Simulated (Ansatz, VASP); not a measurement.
**Two plane-wave programs on As2O**

INCAR

```
SYSTEM = As2O
ALGO = Normal ; EDIFF = 1E-6
ENCUT = 520 ; GGA = PE
ISIF = 2 ; ISMEAR = -1
LASPH = .TRUE. ; LCHARG = .FALSE.
LREAL = .FALSE. ; LWAVE = .FALSE.
NBANDS = 15 ; NELM = 60
PREC = Accurate ; SIGMA = 0.15
```

Contents of KPOINTS:

```
k-points
0
G
  3 3 1
  0 0 0
```

The input POSCAR:

```
As2O
1.0
    3.0456990000     -0.0145150000     -0.0186080000
   -1.5354190000      2.5720920000      0.0169670000
   -0.0303870000      0.0144490000      4.5886230000
O As
1 2
Direct
    0.9440800000      0.7565030000      0.0944560000
    1.2653510000      1.4384650000      0.3323420000
    1.5896430000      1.0732680000      0.7557280000
```

Input for Ansatz:

```yaml
crystal:
  lattice:
    - [3.045699, -0.014515, -0.018608]
    - [-1.535419, 2.572092, 0.016967]
    - [-0.030387, 0.014449, 4.588623]
  atoms:
    - { symbol: O, position: [0.94408, 0.756503, 0.094456] }
    - { symbol: As, position: [1.265351, 1.438465, 0.332342] }
    - { symbol: As, position: [1.589643, 1.073268, 0.755728] }
kpoints:
  mp_grid: { grid: [3, 3, 1] }
hamiltonian:
  xc: pbe
  pseudopotentials:
    kind: paw
    azcp:
      As: "pseudopotentials/pbe/paw/ansatz_paw_generated_soft_1/As.paw.azcp"
      O: "pseudopotentials/pbe/paw/ansatz_paw_generated_soft_1/O.paw.azcp"
scf:
  occupations: { method: fermi_dirac, width: 0.15 }
  convergence: { dr2_threshold: "1e-9 eV" }
  max_iter: 300
output:
  forces: true
  stress: true
  eigenvalues: true
basis:
  ecutwfc: 600
```

Alike in both runs: task single point; functional PBE; k mesh 3 × 3 × 1; occupations fermi-dirac, width 0.15 eV; no spin polarisation.

|  | VASP | Ansatz |
| --- | --- | --- |
| version | VASP 6.6.1 | Ansatz 0.2.0 development build |
| potentials or method | VASP PAW PBE potentials, release 64 (O, As), cutoff 520 eV | plane waves, PAW datasets (generated soft set 1) |
| valence electrons in the cell | 16 | 36 |

VASP gave:

```
rms of the force components (eV/Å) : 0.463
```

Question: Estimate Ansatz's values.

Answer: rms of the force components (eV/Å): 0.453.

Atom by atom the forces differ by 0.034 eV/Å (rms over components). VASP's potentials hold 16 valence electrons a cell and Ansatz's 36, so a difference there can come from the potentials and not from the codes. Ansatz's warnings: stress scf threshold loose.

The k mesh is coarse, so the values compare programs but aren't converged.
